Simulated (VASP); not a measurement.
**AlGa2P3: single point with PBE**

Crystal: AlGa2P3.

```
Al Ga P
1.0
     3.88312    0.00000    0.00000
    -1.94156    3.36288    0.00000
     0.00000    0.00000   19.17770
Al Ga P
2 4 6
Direct
  0.66667 0.33333 0.83300
  0.33333 0.66667 0.33300
  0.66667 0.33333 0.16678
  0.66667 0.33333 0.50007
  0.33333 0.66667 0.00007
  0.33333 0.66667 0.66678
  0.66667 0.33333 0.29161
  0.66667 0.33333 0.62479
  0.66667 0.33333 0.95775
  0.33333 0.66667 0.12479
  0.33333 0.66667 0.45775
  0.33333 0.66667 0.79161
```

```
Program             : VASP 6.6.1
Task                : single point
Functional          : PBE
Potentials or basis : VASP PAW PBE potentials, release 64 (Al, Ga_d, P)
Cutoff              : 500 eV
k mesh              : 12 × 12 × 2
Occupations         : gaussian, width 0.02 eV
Spin                : no spin polarisation
```

The pressure is 0.0 GPa. The largest force is 0.011 eV/Å and the band gap on the k mesh is 1.42 eV, indirect (least direct gap 1.54 eV).

Forces on the atoms (eV/Å):
```
Al   0.000  0.000  0.000
Al   0.000  0.000  0.000
Ga   0.000  0.000 -0.005
Ga   0.000  0.000 -0.008
Ga   0.000  0.000 -0.008
Ga   0.000  0.000 -0.005
P    0.000  0.000  0.011
P    0.000  0.000  0.007
P    0.000  0.000 -0.005
P    0.000  0.000  0.007
P    0.000  0.000 -0.005
P    0.000  0.000  0.011
```

Levels at points of the mesh, in eV from the valence-band top:
```tsv
k point	band 40	band 41	band 42	band 43	band 44	band 45	band 46	band 47	band 48	band 49
(0.00, 0.00, 0.00)	-0.23	-0.23	-0.18	0.00	0.00	1.54	1.70	1.77	2.58	2.60
(0.50, 0.00, 0.00)	-1.69	-1.60	-1.56	-1.49	-1.07	1.42	1.61	1.91	1.97	2.06
(0.00, 0.00, 0.50)	-0.64	-0.09	-0.09	-0.09	-0.09	1.61	1.61	2.22	2.22	2.99
(0.50, 0.00, 0.50)	-1.95	-1.90	-1.90	-1.20	-1.20	1.67	1.67	1.84	1.84	2.47
```

Run time: 7 min on 1 thread of Intel(R) Xeon(R) Platinum 8375C CPU @ 2.90GHz (Ice Lake) (shared host), peak memory 0.55 GiB.

A k mesh can miss the band edges.
